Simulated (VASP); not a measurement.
A run of VASP 6.6.1:

Contents of INCAR:

```
SYSTEM = Rb2PdO2
PREC = Accurate
ENCUT = 700
EDIFF = 1E-7
ISMEAR = -1
SIGMA = 0.1
LREAL = .FALSE.
LASPH = .TRUE.
NELM = 200
ALGO = Normal
ISIF = 3
LWAVE = .FALSE.
LCHARG = .FALSE.
LMAXMIX = 4
LDAU = .TRUE.
LDAUTYPE = 2
LDAUL = -1 -1 2
LDAUU = 0 0 1
LDAUJ = 0 0 0
LDAUPRINT = 1
GGA = PE
IBRION = 2
NSW = 60
EDIFFG = -0.005
GGA_COMPAT = .FALSE.
NELMIN = 4
```

File KPOINTS:

```
Automatic mesh
0
G
  5 5 5
  0 0 0
```

POSCAR

```
Rb2PdO2
1.0
    0.0000000000      4.2762690000      0.0000000000
    4.2762690000      0.0000000000      0.0000000000
    2.1381350000      2.1381350000     -6.7469800000
Rb O Pd
2 2 1
Direct
    0.3451000000      0.3451000000      0.3098000000
    0.6549000000      0.6549000000      0.6902000000
    0.1273000000      0.1273000000      0.7454000000
    0.8727000000      0.8727000000      0.2546000000
    0.0000000000      0.0000000000      0.0000000000
```

Potentials or basis: VASP PAW PBE potentials, release 64 (Rb_sv, O, Pd_sv_GW).

Command:

```sh
$ cat potpaw_PBE.64/Rb_sv/POTCAR potpaw_PBE.64/O/POTCAR potpaw_PBE.64/Pd_sv_GW/POTCAR > POTCAR
$ mpirun -np 1 vasp_std > vasp.out
```

Hardware: 1 thread of Intel(R) Xeon(R) Platinum 8488C (Sapphire Rapids) (shared host).

Problem. How long does it take, and how much memory?

Solution. Run time: 26 min on 1 thread of Intel(R) Xeon(R) Platinum 8488C (Sapphire Rapids), with other jobs on the host, peak memory 0.42 GiB. Counts: scf iterations 223, k points 18, ion steps 20.
